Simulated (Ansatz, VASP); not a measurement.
# One calculation of SnO2, two programs

```
Sn O
1.0
     1.52515    0.88055    4.76320
    -1.52515    0.88055    4.76320
     0.00000   -1.76109    4.76320
Sn O
1 2
Direct
  0.50000 0.50000 0.50000
  0.24144 0.24144 0.24144
  0.75856 0.75856 0.75856
```

Alike in both runs: task single point; functional PBEsol; k mesh 12 × 12 × 12; occupations gaussian, width 0.05 eV; no spin polarisation.

```csv
,VASP,Ansatz
version,VASP 6.6.1,Ansatz 0.2.0
potentials or method,"VASP PAW PBE potentials, release 64 (Sn_d, O_h), cutoff 910 eV","scalar-relativistic, plane waves, PAW"
valence electrons in the cell,26,26
```

|  | VASP | Ansatz | Ansatz less VASP |
| --- | --- | --- | --- |
| gap on the k mesh at the Fermi level (eV) | 2.79 | 2.79 | -0.007 |
| least direct gap on the mesh (eV) | 3.00 | 2.99 | -0.013 |
| rms of the force components (eV/Å) | 0.051 | 0.011 | -0.0397 |

VASP's potentials were made for PBE, not for PBEsol, and Ansatz warns of the same on its side. Atom by atom the forces differ by 0.040 eV/Å (rms over components).

Noted on VASP's run: the cutoff is short for stress, so the pressure is rough.
